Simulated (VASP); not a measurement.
Wanted: the native input for a VASP 6.6.1 run.

| Property | Result |
| --- | --- |
| Task | relaxation of cell and atoms |
| Functional | PBEsol |
| Potentials or basis | VASP PAW PBE potentials, release 64 (Tc_pv) |
| Cutoff | 600 eV |
| k mesh | 8 × 8 × 8 |
| Occupations | fermi-dirac, width 0.1 eV |
| Spin | no spin polarisation |
| Dipole correction | no |
| Further INCAR settings | ALGO = Normal; EDIFF = 1e-06; IBRION = 2; EDIFFG = -0.03; NSW = 80; ISIF = 3 |

The structure of Tc lies in POSCAR:

```
Tc
1.0
    0.0000000000      1.9175859439      1.9175859439
    1.9175859439      0.0000000000      1.9175859439
    1.9175859439      1.9175859439      0.0000000000
Tc
1
Direct
    0.0000000000      0.0000000000      0.0000000000
```

This isn't the form of Tc at room conditions, which is hcp.

The input as run:

INCAR

```
PREC = Accurate
ENCUT = 600
EDIFF = 1E-6
ISMEAR = -1
SIGMA = 0.1
LREAL = F
LASPH = T
NELM = 80
ALGO = Normal
ISIF = 3
LWAVE = F
LCHARG = F
GGA = PS
IBRION = 2
NSW = 80
EDIFFG = -0.03
```

KPOINTS

```
regular mesh
0
Gamma
  8 8 8
```

Potentials or basis: VASP PAW PBE potentials, release 64 (Tc_pv).

Run with:

```bash
$ cat potpaw_PBE.64/Tc_pv/POTCAR > POTCAR
$ mpirun -np 1 vasp_std > vasp.out
```

It gave:

```
Relaxed volume                        : 14.08 Å³/atom
Relaxed cell                          : a = 2.710 Å, b = 2.710 Å, c = 2.710 Å, α = 60.00°, β = 60.00°, γ = 60.00°
Space group after relaxing (to 0.1 Å) : Fm-3m (No. 225)
Energy gained by relaxing             : 0.0 meV/atom
Ionic steps                           : 3
Pressure after relaxing               : 0.0 GPa
Band gap on the k mesh                : zero (an odd number of electrons rules out a gap without spin polarisation)
```

Caveat: the PAW data sets were made with another functional, which shifts forces and pressure a little.

It took 4.9 s on 1 thread of Intel(R) Xeon(R) 6975P-C (Granite Rapids), on a shared host, peak memory 0.14 GiB.
